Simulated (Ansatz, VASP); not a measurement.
# Ru: VASP beside Ansatz

```
Ru
1.0
     0.00000    0.00000   -4.29681
    -4.07999   -2.35558    0.00000
     0.00000    4.71116    0.00000
Ru
6
Direct
  0.75000 0.66667 0.66667
  0.75000 0.00000 0.33333
  0.75000 0.33333 0.00000
  0.25000 0.33333 0.33333
  0.25000 0.66667 0.00000
  0.25000 0.00000 0.66667
```

Alike in both runs: task relaxation of cell and atoms; functional PBE; k mesh 8 × 12 × 12; occupations gaussian, width 0.1 eV; no spin polarisation.

|  | VASP | Ansatz |
| --- | --- | --- |
| version | VASP 6.6.1 | Ansatz 0.2.0 |
| potentials or method | VASP PAW PBE potentials, release 64 (Ru_pv), cutoff 600 eV | scalar-relativistic, plane waves, PAW |
| valence electrons in the cell | 84 | 96 |

```tsv
	VASP	Ansatz	Ansatz less VASP
gap on the k mesh at the Fermi level, each at its own relaxed structure (eV)	none	none	-
relaxed volume (Å³/atom)	13.76	13.77	+0.012
relaxed cell length with the largest relative difference (Å)	4.714	4.716	+0.0016
```

A gap of «none» marks a metal or a gap that the smearing closes. VASP's potentials hold 84 valence electrons a cell and Ansatz's 96, so a difference there can come from the potentials and not from the codes.
